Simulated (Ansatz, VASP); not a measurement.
## ZnS in VASP and in Ansatz

Contents of INCAR:

```
PREC     = Accurate       # precision mode
ENCUT    = 500            # plane-wave cutoff, eV
EDIFF    = 1E-6           # SCF threshold, eV
ISMEAR   = 0              # smearing method
SIGMA    = 0.01           # smearing width, eV
LREAL    = F              # projectors in reciprocal space
LASPH    = T              # aspherical terms in the spheres
NELM     = 120            # most SCF steps
ALGO     = Normal         # electronic algorithm
ISIF     = 2              # what is computed and relaxed
LWAVE    = F              # write WAVECAR
LCHARG   = F              # write CHGCAR
GGA      = CA             # functional
NBANDS   = 16             # bands
GGA_COMPAT= F
```

File KPOINTS:

```
Automatic mesh
0
Gamma
  5 5 5
```

POSCAR

```
ZnS
1.0
    0.0000000000      2.7020000000      2.7020000000
    2.7020000000      0.0000000000      2.7020000000
    2.7020000000      2.7020000000      0.0000000000
Zn S
1 1
Direct
    0.2500000000      0.2500000000      0.2500000000
    0.0000000000      0.0000000000      0.0000000000
```

Input for Ansatz:

```yaml
crystal:
  lattice:
    - [0.0, 2.702, 2.702]
    - [2.702, 0.0, 2.702]
    - [2.702, 2.702, 0.0]
  atoms:
    - { symbol: Zn, position: [0.25, 0.25, 0.25] }
    - { symbol: S, position: [0.0, 0.0, 0.0] }
basis:
  ecutwfc: 435.382179935808
kpoints:
  mp_grid:
    grid: [5, 5, 5]
hamiltonian:
  xc: lda
  pseudopotentials:
    kind: paw
scf:
  occupations:
    method: fixed
output:
  eigenvalues: true
```

Alike in both runs: task single point; functional LDA; k mesh 5 × 5 × 5; no spin polarisation.

|  | VASP | Ansatz |
| --- | --- | --- |
| version | VASP 6.6.1 | Ansatz 0.2.0 |
| potentials or method | VASP PAW LDA potentials, release 64 (Zn, S), cutoff 500 eV | plane waves, PAW |
| occupations | gaussian, width 0.01 eV | fixed |
| valence electrons in the cell | 18 | 18 |

```tsv
	VASP	Ansatz	Ansatz less VASP
gap on the k mesh at the Fermi level (eV)	1.88	1.85	-0.030
```

LDA's correlation is that of Perdew and Zunger in VASP and of Perdew and Wang (1992) in Ansatz.
